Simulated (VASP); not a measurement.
# PtSe2 (Sudovikovite) (P-3m1) in VASP: notebook

The runs below take PtSe2 (Sudovikovite) through single point, relaxation of cell and atoms, with PBEsol+D3(BJ).

All numbers are computed with VASP 6.6.1; they aren't measurements. Logs are shortened: lines on timing, memory, paths and dates and some standing lists are left out, and cuts for length are marked.

## 1. The cell of the first run

It takes space group P-3m1 (No. 164, trigonal). The conventional cell has a = 3.724 Å, b = 3.724 Å, c = 5.062 Å, α = 90.00°, β = 90.00°, γ = 120.00°. Within 3.3 Å of Pt (site symmetry -3m) lie 6 Se at 2.49 Å. Se (site symmetry 3m) has 3 Pt at 2.49 Å within 3.3 Å.

## 2. Single point, PBEsol+D3(BJ)

Contents of INCAR:

```
SYSTEM = PtSe2
  ALGO = Normal
  EDIFF = 1E-6
  ENCUT = 520
  GGA = PS
  ISIF = 2
  ISMEAR = -1
  IVDW = 12
  LASPH = .True.
  LCHARG = .False.
  LREAL = .False.
  LWAVE = .False.
  NBANDS = 18
  NELM = 60
  PREC = Accurate
  SIGMA = 0.05
```

Contents of KPOINTS:

```
k-points
0
Gamma
  8 8 5
  0 0 0
```

Contents of POSCAR:

```
PtSe2
1.0
    3.7240000000      0.0000000000      0.0000000000
   -1.8620000000      3.2250786037      0.0000000000
    0.0000000000      0.0000000000      5.0620000000
Pt Se
1 2
Direct
    0.0000000000      0.0000000000      0.0000000000
    0.6666666667      0.3333333333      0.7500000000
    0.3333333333      0.6666666667      0.2500000000
```

Potentials or basis: VASP PAW PBE potentials, release 64 (Pt, Se).

Run with:

```sh
cat potpaw_PBE.64/Pt/POTCAR potpaw_PBE.64/Se/POTCAR > POTCAR
mpirun -np 1 vasp_std > vasp.out
```

OUTCAR:

```text
SYSTEM = PtSe2
   EDIFF = 1E-6
   ENCUT = 520
   GGA = PS
   ISIF = 2
   ISMEAR = -1
   IVDW = 12
   LASPH = .True.
   LREAL = .False.
   NELM = 60
   PREC = Accurate
 IVDW          = 12

 ion  position               nearest neighbor table
   1  0.000  0.000  0.000-   2 2.49   3 2.49   2 2.49   3 2.49   2 2.49   3 2.49
   2  0.667  0.333  0.750-   1 2.49   1 2.49   1 2.49
   3  0.333  0.667  0.250-   1 2.49   1 2.49   1 2.49

  LATTYP: Found a hexagonal cell.
 ALAT       =     3.7240000000
 C/A-ratio  =     1.3592910849

  Lattice vectors:

 A1 = (   3.7240000000,   0.0000000000,   0.0000000000)
 A2 = (  -1.8620000000,   3.2250786037,   0.0000000000)
 A3 = (   0.0000000000,   0.0000000000,   5.0620000000)

Analysis of symmetry for initial positions (statically):
=====================================================================
 Subroutine PRICEL returns:
 Original cell was already a primitive cell.

 Routine SETGRP: Setting up the symmetry group for a
 hexagonal supercell.

 Subroutine GETGRP returns: Found 12 space group operations
 (whereof 12 operations were pure point group operations)
 out of a pool of 24 trial point group operations.

The static configuration has the point symmetry D_3d.

Analysis of symmetry for dynamics (positions and initial velocities):
=====================================================================
 Subroutine PRICEL returns:
 Original cell was already a primitive cell.

 Routine SETGRP: Setting up the symmetry group for a
 hexagonal supercell.

 Subroutine GETGRP returns: Found 12 space group operations
 (whereof 12 operations were pure point group operations)
 out of a pool of 24 trial point group operations.

The dynamic configuration has the point symmetry D_3d.

 Subroutine INISYM returns: Found 12 space group operations
 (whereof 12 operations are pure point group operations),
 and found     1 'primitive' translations

----------------------------------------------------------------------------------------

                                     Primitive cell

  volume of cell :      60.7956

  direct lattice vectors                    reciprocal lattice vectors
     3.724000000  0.000000000  0.000000000     0.268528464  0.155034981  0.000000000
    -1.862000000  3.225078604  0.000000000     0.000000000  0.310069962  0.000000000
     0.000000000  0.000000000  5.062000000     0.000000000  0.000000000  0.197550375

  length of vectors
     3.724000000  3.724000000  5.062000000     0.310069962  0.310069962  0.197550375

  position of ions in fractional coordinates (direct lattice)
     0.000000000  0.000000000  0.000000000
     0.666666667  0.333333333  0.750000000
     0.333333333  0.666666667  0.250000000

  ion indices of the primitive-cell ions
   primitive index   ion index
                 1           1
                 2           2
                 3           3

----------------------------------------------------------------------------------------

 KPOINTS: k-points

Automatic generation of k-mesh.
 Grid dimensions read from file:
 generate k-points for:    8    8    5

 Generating k-lattice:

  Cartesian coordinates                     Fractional coordinates (reciprocal lattice)
     0.033566058  0.019379373  0.000000000     0.125000000  0.000000000  0.000000000
     0.000000000  0.038758745  0.000000000     0.000000000  0.125000000  0.000000000
     0.000000000  0.000000000  0.039510075     0.000000000  0.000000000  0.200000000

  Length of vectors
     0.038758745  0.038758745  0.039510075

  Shift w.r.t. Gamma in fractional coordinates (k-lattice)
     0.000000000  0.000000000  0.000000000

 Subroutine IBZKPT returns following result:
 ===========================================

 Found     40 irreducible k-points:

 Following reciprocal coordinates:
            Coordinates               Weight
  0.000000  0.000000  0.000000      1.000000
  0.125000 -0.000000  0.000000      6.000000
  0.250000 -0.000000  0.000000      6.000000
  0.375000  0.000000  0.000000      6.000000
  0.500000 -0.000000  0.000000      3.000000
  0.125000  0.125000  0.000000      6.000000
[... 16 lines left out ...]
 -0.125000  0.500000  0.200000     12.000000
  0.250000  0.250000  0.200000     12.000000
 [... further k-points ...]
   k-points           NKPTS =     40   k-points in BZ     NKDIM =     40   number of bands    NBANDS=     18
   number of dos      NEDOS =    301   number of ions     NIONS =      3
   total plane-waves  NPLWV =  31360
   dimension x,y,z NGX =    28 NGY =   28 NGZ =   40
   dimension x,y,z NGXF=    56 NGYF=   56 NGZF=   80
   ions per type =               1   2
   NGX,Y,Z   is equivalent  to a cutoff of  12.50, 12.50, 13.14 a.u.
   NGXF,Y,Z  is equivalent  to a cutoff of  25.00, 25.00, 26.27 a.u.
 SYSTEM =  PtSe2
   PREC   = accura    normal or accurate (medium, high low for compatibility)
   ISTART =      0    job   : 0-new  1-cont  2-samecut
   ICHARG =      2    charge: 1-file 2-atom 10-const
   ISPIN  =      1    spin polarized calculation?
   LNONCOLLINEAR =      F non collinear calculations
   LSORBIT =      F    spin-orbit coupling
   LASPH  =      T    aspherical Exc in radial PAW
   ENCUT  =  520.0 eV  38.22 Ry    6.18 a.u.   6.92  6.92  9.41*2*pi/ulx,y,z
   NELM   =     60;   NELMIN=  2; NELMDL= -5     # of ELM steps
   EDIFF  = 0.1E-05   stopping-criterion for ELM
   LREAL  =      F    real-space projection
   EDIFFG = 0.1E-04   stopping-criterion for IOM
   NSW    =      0    number of steps for IOM
   IBRION =     -1    ionic relax: 0-MD 1-quasi-New 2-CG
   NFREE  =      0    steps in history (QN), initial steepest desc. (CG)
   ISIF   =      2    stress and relaxation
   ISYM   =      2    0-nonsym 1-usesym 2-fastsym
   POTIM  = 0.5000    time-step for ionic-motion
   TEBEG  =    0.0;   TEEND  =   0.0 temperature during run
   PSTRESS=    0.0 pullay stress
   NELECT =      22.0000    total number of electrons
   NUPDOWN=      -1.0000    fix difference up-down
   EMIN   =  10.00;   EMAX   =-10.00  energy-range for DOS
   EFERMI =   0.00;   METHOD = LEGACY
   ISMEAR =    -1;   SIGMA  =   0.05  broadening in eV -4-tet -1-fermi 0-gaus
   EFERMI_NEDOS =   21; number of points for ismear=-14 and -15
   IALGO  =     38    algorithm
   IMIX   =      4    mixing-type and parameters
     AMIX     =   0.40;   BMIX     =  1.00
     AMIX_MAG =   1.60;   BMIX_MAG =  1.00
  volume/ion in A,a.u.               =      20.27       136.76
  Fermi-wavevector in a.u.,A,eV,Ry     =   1.166608  2.204570 18.517184  1.360975
  Thomas-Fermi vector in A             =   2.303119
   LORBIT       =      0    0 simple, 1 ext, 2 COOP (PROOUT), +10 PAW based schemes
   GGA     = PS    functional components
   LHFCALC =     F    Hartree Fock is set to
   AEXX    =    0.0000 exact exchange contribution
   IVDW    =    12    specifies the selected vdW correction
   LEPSILON=     F    determine dielectric tensor
   LRPA    =     F    only Hartree local field effects (RPA)
 non-spin polarized calculation
  energy-cutoff  :      520.00
  volume of cell :       60.80
 maximum number of plane-waves:      1654
   NGX = 13   NGY = 13   NGZ = 19

 number of electron      21.9999999 magnetization

 Free energy of the ion-electron system (eV)
  ---------------------------------------------------
  ext. energy  EPLUGINS =         0.00000000
  ---------------------------------------------------
  free energy    TOTEN  =       -15.88829898 eV

  energy without entropy =      -15.88214802  energy(sigma->0) =      -15.88522350

 E-fermi :   6.4271     XC(G=0): -10.8049

 val. band max:        6.3012835902   @ k =   0.1250  -0.0000   0.0000
 cond. band min:       6.4533715370   @ k =   0.0000   0.1250   0.2000
 fundamental gap:      0.1520879468
 Fermi energy:         6.4270803119

 k-point     1 :       0.0000    0.0000    0.0000
  band No.  band energies     occupation
      1      -9.3398      2.00000
      2      -6.4928      2.00000
      3      -0.8342      2.00000
      4      -0.1144      2.00000
      5      -0.1144      2.00000
      6       2.3646      2.00000
[... 10 lines left out ...]
     17      13.6117      0.00000
     18      18.0868      0.00000

 k-point     2 :       0.1250   -0.0000    0.0000
  band No.  band energies     occupation
      1      -9.1641      2.00000
      2      -6.5710      2.00000
      3      -0.6272      2.00000
      4      -0.0023      2.00000
      5       0.0106      2.00000
      6       2.1086      2.00000
[... 10 lines left out ...]
     17      14.1696      0.00000
     18      16.0724      0.00000

 k-point     3 :       0.2500   -0.0000    0.0000
  band No.  band energies     occupation
      1      -8.6786      2.00000
      2      -6.7714      2.00000
      3      -0.1253      2.00000
      4       0.2691      2.00000
      5       0.3839      2.00000
      6       1.1495      2.00000
[... 10 lines left out ...]
     17      14.5387      0.00000
     18      14.6937      0.00000

 k-point     4 :       0.3750    0.0000    0.0000
  band No.  band energies     occupation
      1      -8.0248      2.00000
      2      -7.0444      2.00000
      3      -0.4898      2.00000
      4       0.4971      2.00000
      5       0.7479      2.00000
      6       1.3251      2.00000
[... 10 lines left out ...]
     17      13.9899      0.00000
     18      15.8125      0.00000

 k-point     5 :       0.5000   -0.0000    0.0000
  band No.  band energies     occupation
      1      -7.4774      2.00000
      2      -7.3932      2.00000
      3      -0.9920      2.00000
      4       0.5572      2.00000
      5       1.0448      2.00000
      6       2.1197      2.00000
[... 10 lines left out ...]
     17      13.6776      0.00000
     18      17.6117      0.00000

 k-point     6 :       0.1250    0.1250    0.0000
  band No.  band energies     occupation
      1      -8.8330      2.00000
      2      -6.7076      2.00000
      3      -0.2507      2.00000
      4       0.2019      2.00000
      5       0.2290      2.00000
      6       1.6575      2.00000
[... 10 lines left out ...]
     17      14.6135      0.00000
     18      15.1513      0.00000

 k-point     7 :       0.2500    0.1250    0.0000
  band No.  band energies     occupation
      1      -8.2611      2.00000
      2      -6.9251      2.00000
      3       0.0727      2.00000
      4       0.2599      2.00000
      5       0.7122      2.00000
      6       0.8818      2.00000
[... 10 lines left out ...]
     17      14.1721      0.00000
     18      15.3763      0.00000

 k-point     8 :       0.3750    0.1250    0.0000
  band No.  band energies     occupation
      1      -7.6528      2.00000
      2      -7.2020      2.00000
      3      -0.7508      2.00000
      4       0.3958      2.00000
      5       1.0483      2.00000
      6       1.5180      2.00000
[... 10 lines left out ...]
     17      15.1752      0.00000
     18      16.0193      0.00000
[... 229 lines left out ...]
     17      14.0375      0.00000
     18      15.3315      0.00000

 k-point    20 :       0.2500    0.1250    0.2000
  band No.  band energies     occupation
      1      -8.1272      2.00000
      2      -7.0999      2.00000
      3      -0.0518      2.00000
      4       0.2310      2.00000
      5       0.5891      2.00000
      6       1.3928      2.00000
[... 10 lines left out ...]
     17      14.8085      0.00000
     18      14.9786      0.00000

 k-point    21 :      -0.1250    0.3750    0.2000
  band No.  band energies     occupation
      1      -8.1796      2.00000
      2      -7.0054      2.00000
      3      -0.3836      2.00000
      4       0.1128      2.00000
      5       0.5912      2.00000
      6       1.3193      2.00000
[... 10 lines left out ...]
     17      14.3609      0.00000
     18      15.9597      0.00000

 k-point    22 :       0.3750    0.1250    0.2000
  band No.  band energies     occupation
      1      -7.5175      2.00000
      2      -7.3273      2.00000
      3      -0.7657      2.00000
      4       0.3455      2.00000
      5       1.1827      2.00000
      6       1.2070      2.00000
[... 10 lines left out ...]
     17      15.3614      0.00000
     18      15.9027      0.00000

 k-point    23 :      -0.1250    0.5000    0.2000
  band No.  band energies     occupation
      1      -7.6779      2.00000
      2      -7.1306      2.00000
      3      -0.9221      2.00000
      4       0.1880      2.00000
      5       0.7550      2.00000
      6       1.8950      2.00000
[... 10 lines left out ...]
     17      15.5939      0.00000
     18      16.2465      0.00000

 k-point    24 :       0.2500    0.2500    0.2000
  band No.  band energies     occupation
      1      -7.6697      2.00000
      2      -7.1543      2.00000
      3      -0.3896      2.00000
      4       0.0878      2.00000
      5       0.5771      2.00000
      6       1.3818      2.00000
[... 10 lines left out ...]
     17      14.7701      0.00000
     18      15.3652      0.00000

 [... further k-points ...]

------------------------ aborting loop because EDIFF is reached ----------------------------------------

 Edisp (eV)   -1.27883

 E8    (eV) :    -0.8315

  FORCE on cell =-STRESS in cart. coord.  units (eV):
  Direction    XX          YY          ZZ          XY          YZ          ZX
  --------------------------------------------------------------------------------------
  -------------------------------------------------------------------------------------
  Total      -0.28077    -0.28077    -0.86150     0.00000     0.00000     0.00000
  in kB      -7.39915    -7.39915   -22.70344     0.00000     0.00000     0.00000
  external pressure =      -12.50 kB  Pullay stress =        0.00 kB

 VOLUME and BASIS-vectors are now :
 -----------------------------------------------------------------------------
  energy-cutoff  :      520.00
  volume of cell :       60.80
      direct lattice vectors                 reciprocal lattice vectors
     3.724000000  0.000000000  0.000000000     0.268528464  0.155034981  0.000000000
    -1.862000000  3.225078604  0.000000000     0.000000000  0.310069962  0.000000000
     0.000000000  0.000000000  5.062000000     0.000000000  0.000000000  0.197550375

 POSITION                                       TOTAL-FORCE (eV/Angst)
 -----------------------------------------------------------------------------------
      0.00000      0.00000      0.00000         0.000000      0.000000      0.000000
      1.86200      1.07503      3.79650        -0.000000     -0.000000     -0.363449
     -0.00000      2.15005      1.26550         0.000000      0.000000      0.363449
 -----------------------------------------------------------------------------------
    total drift:                               -0.000000     -0.000000     -0.000000

  FREE ENERGIE OF THE ION-ELECTRON SYSTEM (eV)
  ---------------------------------------------------
  free  energy   TOTEN  =       -17.1671275044 eV

  energy  without entropy=      -17.1609765457  energy(sigma->0) =      -17.16405203
```

It took 24 s on 1 thread of Intel Xeon Platinum 8559C (Emerald Rapids), shared host; peak memory 0.21 GiB.

What came out:

```
Free energy                : -17.1671 eV
Pressure                   : -1.3 GPa
Largest force              : 0.363 eV/Å
Band gap on the k mesh     : zero (band 11 reaches 6.81 eV, above the bottom of band 12 at 6.48 eV)
Dispersion energy per atom : -0.426 eV
```

Forces on the atoms (eV/Å):
```
Pt   0.000  0.000  0.000
Se   0.000  0.000 -0.363
Se   0.000  0.000  0.363
```

Levels at points of the mesh, in eV from the Fermi level:
| k point | band 9 | band 10 | band 11 | band 12 | band 13 | band 14 |
| --- | --- | --- | --- | --- | --- | --- |
| (0.00, 0.00, 0.00) | -1.09 | -1.09 | 0.38 | 1.43 | 1.43 | 3.46 |
| (0.50, 0.00, 0.00) | -3.54 | -3.46 | -3.02 | 0.61 | 2.33 | 4.70 |

Caveat: three body term missing; the PAW data sets were made with another functional, which shifts forces and pressure a little; spin-orbit coupling is left out, which moves the levels of the heavy elements; pairwise dispersion overbinds metals, which lowers pressure and volume.

## 3. Relaxation of cell and atoms, PBEsol+D3(BJ)

Contents of INCAR:

```
SYSTEM = PtSe2
ALGO = Normal
EDIFF = 1E-7
EDIFFG = -0.01
ENCUT = 600
GGA = PS
IBRION = 2
ISIF = 3
ISMEAR = -1
IVDW = 12
LASPH = .True.
LCHARG = .False.
LREAL = .False.
LWAVE = .False.
NELM = 80
NSW = 60
PREC = Accurate
SIGMA = 0.05
```

KPOINTS is that of step 2.

POSCAR is that of step 2.

Potentials or basis: VASP PAW PBE potentials, release 64 (Pt, Se).

Run with:

```sh
cat potpaw_PBE.64/Pt/POTCAR potpaw_PBE.64/Se/POTCAR > POTCAR
mpirun -np 1 vasp_std > vasp.out
```

It took 6.7 min on 1 thread of Intel Xeon Platinum 8559C (Emerald Rapids), shared host; peak memory 0.25 GiB.

The run converged. Its results:

- Free energy: -17.2660 eV
- Relaxed volume: 18.72 Å³/atom
- Relaxed cell: a = 3.738 Å, b = 3.738 Å, c = 4.641 Å, α = 90.00°, β = 90.00°, γ = 120.00°
- Space group after relaxing (to 0.05 Å): P-3m1 (No. 164)
- Energy gained by relaxing: 32.9 meV/atom
- Ionic steps: 22
- Pressure after relaxing: 0.0 GPa
- Band gap on the k mesh: zero (band 11 reaches 8.22 eV, above the bottom of band 12 at 7.25 eV)
- Dispersion energy per atom: -0.463 eV

Step by step:
| step | energy change (eV) | largest force (eV/Å) | pressure (GPa) | volume (Å³) |
| --- | --- | --- | --- | --- |
| 1 | 0.0000 | 0.3637 | -1.24 | 60.80 |
| 2 | -0.0231 | 0.4684 | 0.37 | 59.42 |
| 3 | -0.0398 | 0.6371 | 4.00 | 56.87 |
| 4 | -0.0449 | 0.6035 | 3.92 | 56.74 |
| 5 | -0.0584 | 0.4999 | 3.72 | 56.36 |
| 6 | -0.0762 | 0.2768 | 3.47 | 55.58 |
| 7 | -0.0655 | 0.2410 | 3.63 | 54.02 |
| 8 | -0.0800 | 0.1331 | 3.49 | 55.07 |
| 9 | -0.0883 | 0.0638 | 2.20 | 55.54 |
| 10 | -0.0946 | 0.0831 | -0.45 | 56.59 |
| 11 | -0.0947 | 0.0664 | -0.15 | 56.47 |
| 12 | -0.0953 | 0.0554 | -0.14 | 56.46 |
| 13 | -0.0968 | 0.0219 | -0.08 | 56.42 |
| 14 | -0.0983 | 0.0447 | 0.02 | 56.36 |
| 15 | -0.0984 | 0.0594 | 0.05 | 56.34 |
| 16 | -0.0985 | 0.0369 | -0.13 | 56.36 |
| 17 | -0.0986 | 0.0082 | -0.34 | 56.39 |
| 18 | -0.0987 | 0.0047 | -0.30 | 56.35 |
| 19 | -0.0988 | 0.0044 | -0.21 | 56.25 |
| 20 | -0.0987 | 0.0237 | -0.01 | 56.05 |
| 21 | -0.0988 | 0.0111 | -0.14 | 56.18 |
| 22 | -0.0988 | 0.0009 | -0.04 | 56.16 |

Final structure:
```yaml
crystal:
  lattice:
    - [3.73792, 0.00000, 0.00000]
    - [-1.86896, 3.23714, 0.00000]
    - [0.00000, 0.00000, 4.64110]
  atoms:
    - { symbol: Pt, position: [0.00000, 0.00000, 0.00000] }
    - { symbol: Se, position: [0.66667, 0.33333, 0.72767] }
    - { symbol: Se, position: [0.33333, 0.66667, 0.27233] }
```

Levels at points of the mesh, in eV from the Fermi level:
| k point | band 8 | band 9 | band 10 | band 11 | band 12 | band 13 | band 14 | band 15 |
| --- | --- | --- | --- | --- | --- | --- | --- | --- |
| (0.00, 0.00, 0.00) | -2.58 | -1.09 | -1.09 | 0.85 | 0.85 | 0.91 | 2.95 | 4.25 |
| (0.50, 0.00, 0.00) | -3.73 | -3.49 | -3.43 | -3.08 | 0.41 | 2.73 | 5.17 | 6.17 |

Caveat: the PAW data sets were made with another functional, which shifts forces and pressure a little; spin-orbit coupling is left out, which moves the levels of the heavy elements; pairwise dispersion overbinds metals, which lowers pressure and volume.
